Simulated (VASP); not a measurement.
The system is Sn.

```
CELL_PARAMETERS angstrom
-1.66644 1.70779 2.18280
1.79387 -1.85892 2.39165
1.69371 1.88544 -2.29756
ATOMIC_POSITIONS crystal
Sn 0.00000 0.00000 0.00000
```

| Item | Value |
| --- | --- |
| Program | VASP 6.6.1 |
| Task | relaxation of cell and atoms |
| Functional | revPBE |
| Dispersion | D3(BJ) |
| Potentials or basis | VASP PAW PBE potentials, release 64 (Sn_d) |
| Cutoff | 600 eV |
| k mesh | 10 × 9 × 10 |
| Occupations | fermi-dirac, width 0.05 eV |
| Spin | no spin polarisation |

At the start: pressure -3.5 GPa; volume 28.61 Å³/atom.

Question: How do energy, volume and symmetry change on relaxing?

Answer: Over 15 steps the energy falls by 50.9 meV/atom and the volume is 26.14 Å³/atom (-8.6 %); space group P-1 (No. 2, to 0.1 Å) before, Fmmm (No. 69, to 0.1 Å).

Step by step:
| step | energy change (eV) | largest force (eV/Å) | pressure (GPa) | volume (Å³) |
| --- | --- | --- | --- | --- |
| 1 | 0.0000 | 0.0000 | -3.53 | 28.61 |
| 2 | -0.0401 | 0.0000 | 0.47 | 26.07 |
| 3 | -0.0403 | 0.0000 | 0.76 | 25.89 |
| 4 | -0.0490 | 0.0000 | 0.75 | 25.89 |
| 5 | -0.0496 | 0.0000 | 0.69 | 25.88 |
| 6 | -0.0505 | 0.0000 | -0.22 | 26.34 |
| 7 | -0.0506 | 0.0000 | -0.29 | 26.24 |
| 8 | -0.0506 | 0.0000 | -0.05 | 26.18 |
| 9 | -0.0506 | 0.0000 | -0.09 | 26.20 |
| 10 | -0.0506 | 0.0000 | -0.12 | 26.22 |
| 11 | -0.0508 | 0.0000 | -0.08 | 26.18 |
| 12 | -0.0508 | 0.0000 | 0.04 | 26.13 |
| 13 | -0.0508 | 0.0000 | -0.04 | 26.14 |
| 14 | -0.0508 | 0.0000 | 0.01 | 26.14 |
| 15 | -0.0509 | 0.0000 | 0.03 | 26.14 |

Final structure:
```
CELL_PARAMETERS angstrom
-1.68038 1.70990 2.20690
1.69285 -1.68579 2.19328
1.74468 1.74808 -2.18632
ATOMIC_POSITIONS crystal
Sn 0.00000 0.00000 0.00000
```

Caveat: the PAW data sets were made with another functional, which shifts forces and pressure a little.
